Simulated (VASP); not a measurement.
Na2S, 3 atoms in the cell. It takes space group Fm-3m (No. 225, cubic). The conventional cell has a = 6.501 Å, b = 6.501 Å, c = 6.501 Å, α = 90.00°, β = 90.00°, γ = 90.00°. Within 3.7 Å of Na (site symmetry -43m) lie 4 S at 2.82 Å and 6 Na at 3.25 Å. Within 3.7 Å of S (site symmetry m-3m) lie 8 Na at 2.82 Å. 

| Quantity | Value |
| --- | --- |
| Program | VASP 6.6.1 |
| Task | relaxation of cell and atoms |
| Functional | PBEsol |
| Potentials or basis | VASP PAW PBE potentials, release 64 (Na_pv, S) |
| Cutoff | 500 eV |
| k mesh | 6 × 6 × 6 |
| Occupations | gaussian, width 0.01 eV |
| Spin | no spin polarisation |
| Target pressure | 7 GPa |
| Dipole correction | no |
| Further INCAR settings | ALGO = Normal; EDIFF = 1e-07; IBRION = 2; EDIFFG = -0.002; NSW = 100; ISIF = 3 |

Potentials or basis: VASP PAW PBE potentials, release 64 (Na_pv, S).

The run is started by

```console
$ cat potpaw_PBE.64/Na_pv/POTCAR potpaw_PBE.64/S/POTCAR > POTCAR
$ mpirun -np 1 vasp_std > vasp.out
```

Hardware: 1 thread of Intel(R) Xeon(R) 6975P-C (Granite Rapids), on a shared host.

Question: Estimate the wall time of this run.

Answer: Wall time 25 s on 1 thread of Intel(R) Xeon(R) 6975P-C (Granite Rapids) (shared host), peak memory 0.2 GiB. Counts: scf iterations 50, k points 16, ion steps 6.
